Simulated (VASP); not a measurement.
# PtSe2 (P-3m1) in VASP: single point with r2SCAN+D3(BJ)

Aim: the single point of PtSe2 with r2SCAN+D3(BJ).

Program: VASP 6.6.1. These are calculated values, not measurements. Logs are shortened: lines on timing, memory, paths and dates and some standing lists are left out, and cuts for length are marked.

**1. The cell of the first run**

The structure is trigonal, space group P-3m1 (No. 164). The conventional cell has a = 3.723 Å, b = 3.723 Å, c = 5.474 Å, α = 90.00°, β = 90.00°, γ = 120.00°. Pt (site symmetry -3m) has 6 Se at 2.51 Å within 3.3 Å. Se (site symmetry 3m) has 3 Pt at 2.51 Å and 3 Se at 3.38 Å within 3.4 Å.

**2. Single point, r2SCAN+D3(BJ), collinear spin (21.90 Å³/atom)**

File POSCAR:

```
PtSe2
1.0
    3.7231818652      0.0000000000      0.0000000000
   -1.8615909326      3.2243700781      0.0000000000
    0.0000000000      0.0000000000      5.4735087996
Pt Se
1 2
Direct
    0.0000000000      0.0000000000      0.0000000000
    0.3333333333      0.6666666667      0.2384163746
    0.6666666667      0.3333333333      0.7615836254
```

File INCAR.step1:

```
SYSTEM = PtSe2
PREC = Accurate
ENCUT = 520
ISMEAR = 0
SIGMA = 0.05
LREAL = .FALSE.
LASPH = .TRUE.
NELM = 150
ISPIN = 2
MAGMOM = 0.05 0 0
LMAXMIX = 4
NBANDS = 22
GGA = PE
ALGO = Normal
EDIFF = 1E-4
LWAVE = .TRUE.
LCHARG = .FALSE.
```

File INCAR.step2:

```
SYSTEM = PtSe2
PREC = Accurate
ENCUT = 520
EDIFF = 1E-7
ISMEAR = 0
SIGMA = 0.05
LREAL = .FALSE.
LASPH = .TRUE.
NELM = 150
ALGO = Normal
ISIF = 2
LWAVE = .FALSE.
LCHARG = .FALSE.
ISPIN = 2
MAGMOM = 0.05 0 0
LORBIT = 11
LMAXMIX = 4
METAGGA = R2SCAN
LMIXTAU = .TRUE.
IVDW = 12
VDW_S6 = 1.0
VDW_S8 = 0.78981345
VDW_A1 = 0.49484001
VDW_A2 = 5.73083694
NBANDS = 22
ISTART = 1
```

File KPOINTS:

```
Automatic mesh
0
G
  10 10 8
  0 0 0
```

Potentials or basis: VASP PAW PBE potentials, release 64 (Pt, Se).

Command:

```console
$ cat potpaw_PBE.64/Pt/POTCAR potpaw_PBE.64/Se/POTCAR > POTCAR
$ cp INCAR.step1 INCAR
$ mpirun -np 1 vasp_std > vasp.out
$ cp INCAR.step2 INCAR
$ mpirun -np 1 vasp_std > vasp.out
```

OUTCAR:

```text
SYSTEM = PtSe2
   PREC = Accurate
   ENCUT = 520
   EDIFF = 1E-7
   ISMEAR = 0
   LREAL = .FALSE.
   LASPH = .TRUE.
   NELM = 150
   ISIF = 2
   ISPIN = 2
   LORBIT = 11
   METAGGA = R2SCAN
   IVDW = 12
   ISTART = 1
 IVDW          = 12

 ion  position               nearest neighbor table
   1  0.000  0.000  0.000-   2 2.51   3 2.51   2 2.51   3 2.51   3 2.51   2 2.51
   2  0.333  0.667  0.238-   1 2.51   1 2.51   1 2.51
   3  0.667  0.333  0.762-   1 2.51   1 2.51   1 2.51

  LATTYP: Found a hexagonal cell.
 ALAT       =     3.7231818652
 C/A-ratio  =     1.4701158841

  Lattice vectors:

 A1 = (   3.7231818652,   0.0000000000,   0.0000000000)
 A2 = (  -1.8615909326,   3.2243700781,   0.0000000000)
 A3 = (   0.0000000000,   0.0000000000,   5.4735087996)

Analysis of symmetry for initial positions (statically):
=====================================================================
 Subroutine PRICEL returns:
 Original cell was already a primitive cell.

 Routine SETGRP: Setting up the symmetry group for a
 hexagonal supercell.

 Subroutine GETGRP returns: Found 12 space group operations
 (whereof 12 operations were pure point group operations)
 out of a pool of 24 trial point group operations.

The static configuration has the point symmetry D_3d.

Analysis of symmetry for dynamics (positions and initial velocities):
=====================================================================
 Subroutine PRICEL returns:
 Original cell was already a primitive cell.

 Routine SETGRP: Setting up the symmetry group for a
 hexagonal supercell.

 Subroutine GETGRP returns: Found 12 space group operations
 (whereof 12 operations were pure point group operations)
 out of a pool of 24 trial point group operations.

The dynamic configuration has the point symmetry D_3d.

Analysis of structural, dynamic, and magnetic symmetry:
=====================================================================
 Subroutine PRICEL returns:
 Original cell was already a primitive cell.

 Routine SETGRP: Setting up the symmetry group for a
 hexagonal supercell.

 Subroutine GETGRP returns: Found 12 space group operations
 (whereof 12 operations were pure point group operations)
 out of a pool of 24 trial point group operations.

The overall configuration has the point symmetry D_3d.

 Subroutine INISYM returns: Found 12 space group operations
 (whereof 12 operations are pure point group operations),
[... 121 lines left out ...]
  Thomas-Fermi vector in A             =   2.273479
   LORBIT       =     11    0 simple, 1 ext, 2 COOP (PROOUT), +10 PAW based schemes
   METAGGA = R2SCAN    functional components
   LHFCALC =     F    Hartree Fock is set to
   AEXX    =    0.0000 exact exchange contribution
   IVDW    =    12    specifies the selected vdW correction
   LEPSILON=     F    determine dielectric tensor
   LRPA    =     F    only Hartree local field effects (RPA)
 spin polarized calculation
 Gauss-broadening in eV      SIGMA  =   0.05
  energy-cutoff  :      520.00
  volume of cell :       65.71
 maximum number of plane-waves:      1788
   NGX = 13   NGY = 13   NGZ = 21

 number of electron      21.9999999 magnetization      -0.0000000

 number of electron      21.9999999 magnetization       0.0000000

 Free energy of the ion-electron system (eV)
  ---------------------------------------------------
  ext. energy  EPLUGINS =         0.00000000
  ---------------------------------------------------
  free energy    TOTEN  =       -81.48824267 eV

  energy without entropy =      -81.48824107  energy(sigma->0) =      -81.48824187

 E-fermi :   5.4132     XC(G=0): -10.7776

 val. band max:        5.3148219857   @ k =   0.0000   0.0000   0.0000
 cond. band min:       5.5310701608   @ k =   0.0000   0.3000   0.2500
 fundamental gap:      0.2162481751
 Fermi energy:         5.4131725671

 spin component 1

 k-point     1 :       0.0000    0.0000    0.0000
  band No.  band energies     occupation
      1     -10.4999      1.00000
      2      -8.1142      1.00000
      3      -1.6638      1.00000
      4      -1.0566      1.00000
      5      -1.0566      1.00000
      6       1.2818      1.00000
[... 589 lines left out ...]
     21      19.6233      0.00000
     22      20.3288      0.00000

 [... further k-points ...]

 spin component 2

 k-point     1 :       0.0000    0.0000    0.0000
  band No.  band energies     occupation
      1     -10.4999      1.00000
      2      -8.1142      1.00000
      3      -1.6638      1.00000
      4      -1.0566      1.00000
      5      -1.0566      1.00000
      6       1.2818      1.00000
[... 589 lines left out ...]
     21      19.6233      0.00000
     22      20.3288      0.00000

 [... further k-points ...]

------------------------ aborting loop because EDIFF is reached ----------------------------------------

 Edisp (eV)   -0.61865

 E8    (eV) :    -0.2054

  FORCE on cell =-STRESS in cart. coord.  units (eV):
  Direction    XX          YY          ZZ          XY          YZ          ZX
  --------------------------------------------------------------------------------------
  -------------------------------------------------------------------------------------
  Total      -0.29813    -0.29813    -0.32479     0.00000     0.00000    -0.00000
  in kB      -7.26928    -7.26928    -7.91938     0.00000     0.00000    -0.00000
  external pressure =       -7.49 kB  Pullay stress =        0.00 kB

 VOLUME and BASIS-vectors are now :
 -----------------------------------------------------------------------------
  energy-cutoff  :      520.00
  volume of cell :       65.71
      direct lattice vectors                 reciprocal lattice vectors
     3.723181865  0.000000000  0.000000000     0.268587471  0.155069048  0.000000000
    -1.861590933  3.224370078  0.000000000     0.000000000  0.310138097  0.000000000
     0.000000000  0.000000000  5.473508800     0.000000000  0.000000000  0.182698162

 POSITION                                       TOTAL-FORCE (eV/Angst)
 -----------------------------------------------------------------------------------
      0.00000      0.00000      0.00000        -0.000000      0.000000      0.000000
     -0.00000      2.14958      1.30497         0.000000      0.000000     -0.002736
      1.86159      1.07479      4.16853        -0.000000      0.000000      0.002736
 -----------------------------------------------------------------------------------
    total drift:                                0.000000      0.000000      0.000000

  FREE ENERGIE OF THE ION-ELECTRON SYSTEM (eV)
  ---------------------------------------------------
  free  energy   TOTEN  =       -82.1068959756 eV

  energy  without entropy=      -82.1068943710  energy(sigma->0) =      -82.10689517

 total charge

# of ion       s       p       d       tot
------------------------------------------
    1        0.670   0.698   7.981   9.349
    2        1.480   2.286   0.061   3.826
    3        1.480   2.286   0.061   3.826
--------------------------------------------------
tot          3.630   5.269   8.102  17.002

 magnetization (x)

# of ion       s       p       d       tot
------------------------------------------
    1        0.000  -0.000  -0.000  -0.000
    2       -0.000   0.000  -0.000   0.000
    3       -0.000   0.000  -0.000   0.000
--------------------------------------------------
tot         -0.000   0.000  -0.000  -0.000
```

Wall time 6.3 min (1 thread of Intel Xeon 6975P-C (Granite Rapids), shared host); peak memory 0.37 GiB.

Results:

| Quantity | Value |
| --- | --- |
| Free energy | -82.1069 eV |
| Pressure | -0.7 GPa |
| Band gap on the k mesh | 0.22 eV (least direct gap 0.83 eV) |
| Net moment | 0.00 μB per cell |
| Valence electrons inside the program's atomic spheres | Pt 9.35; Se 3.83 |
| Dispersion energy per atom | -0.206 eV |

Forces in eV/Å, atoms in the order of the input:
```
Pt   0.000  0.000  0.000
Se   0.000  0.000 -0.003
Se   0.000  0.000  0.003
```

Levels at points of the mesh, in eV from the valence-band top:
Spin up:
| k point | band 7 | band 8 | band 9 | band 10 | band 11 | band 12 | band 13 | band 14 | band 15 | band 16 |
| --- | --- | --- | --- | --- | --- | --- | --- | --- | --- | --- |
| (0.00, 0.00, 0.00) | -4.03 | -2.64 | -1.00 | -1.00 | 0.00 | 1.84 | 1.84 | 4.59 | 4.60 | 7.93 |
| (0.50, 0.00, 0.00) | -3.51 | -3.41 | -3.37 | -3.19 | -2.97 | 1.02 | 2.25 | 4.86 | 6.17 | 7.59 |
| (0.00, 0.00, 0.50) | -4.05 | -2.74 | -1.82 | -1.24 | -1.24 | 2.32 | 2.32 | 5.27 | 6.50 | 7.58 |
| (0.50, 0.00, 0.50) | -3.54 | -3.52 | -3.20 | -2.79 | -1.66 | 1.41 | 1.73 | 4.45 | 5.32 | 7.33 |
Spin down:
```csv
k point,band 7,band 8,band 9,band 10,band 11,band 12,band 13,band 14,band 15,band 16
"(0.00, 0.00, 0.00)",-4.03,-2.64,-1.00,-1.00,0.00,1.84,1.84,4.59,4.60,7.93
"(0.50, 0.00, 0.00)",-3.51,-3.41,-3.37,-3.19,-2.97,1.02,2.25,4.86,6.17,7.59
"(0.00, 0.00, 0.50)",-4.05,-2.74,-1.82,-1.24,-1.24,2.32,2.32,5.27,6.50,7.58
"(0.50, 0.00, 0.50)",-3.54,-3.52,-3.20,-2.79,-1.66,1.41,1.73,4.45,5.32,7.33
```

Caveat: the PAW data sets were made with another functional, which shifts forces and pressure a little; spin-orbit coupling is left out, which moves the levels of the heavy elements. A k mesh can miss the band edges.
